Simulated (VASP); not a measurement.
A run of VASP 6.6.1 is set up as follows.

File POSCAR:

```
P
1.0
    0.0000000000      2.4364133565      2.4364133565
    2.4364133565      0.0000000000      2.4364133565
    2.4364133565      2.4364133565      0.0000000000
P
1
Direct
    0.0000000000      0.0000000000      0.0000000000
```

Contents of INCAR.step1:

```
  PREC = Accurate
  ENCUT = 600
  ISMEAR = 0
  SIGMA = 0.1
  LREAL = False
  LASPH = True
  NELM = 100
  GGA = PE
  ALGO = Normal
  EDIFF = 1E-4
  LWAVE = True
  LCHARG = False
```

INCAR.step2

```
  PREC = Accurate
  ENCUT = 600
  EDIFF = 1E-6
  ISMEAR = 0
  SIGMA = 0.1
  LREAL = False
  LASPH = True
  NELM = 100
  ALGO = Normal
  ISIF = 3
  LWAVE = False
  LCHARG = False
  METAGGA = R2SCAN
  LMIXTAU = True
  IBRION = 2
  NSW = 90
  EDIFFG = -0.04
  ISTART = 1
```

KPOINTS

```
Automatic mesh
0
Gamma
  6 6 6
```

Potentials or basis: VASP PAW PBE potentials, release 64 (P).

Run with:

```console
$ cat potpaw_PBE.64/P/POTCAR > POTCAR
$ cp INCAR.step1 INCAR
$ mpirun -np 1 vasp_std > vasp.out
$ cp INCAR.step2 INCAR
$ mpirun -np 1 vasp_std > vasp.out
```

Task: Predict the space group after relaxing (to 0.05 Å).

Result: Fm-3m (No. 225).

Task: What does it give for the relaxed cell?

Result: a = 2.709 Å, b = 2.709 Å, c = 2.709 Å, α = 60.00°, β = 60.00°, γ = 60.00°.

Task: Predict the relaxed volume.

Result: 14.05 Å³/atom.

Final structure:
```
P
1.0
     0.00000    1.91523    1.91523
     1.91523    0.00000    1.91523
     1.91523    1.91523    0.00000
P
1
Direct
  0.00000 0.00000 0.00000
```

Caveat: the k points lie up to 0.47 Å⁻¹ apart in the final cell; the volume moved by over 15 % at a fixed basis, so the end points are rough; the PAW data sets were made with another functional, which shifts forces and pressure a little.
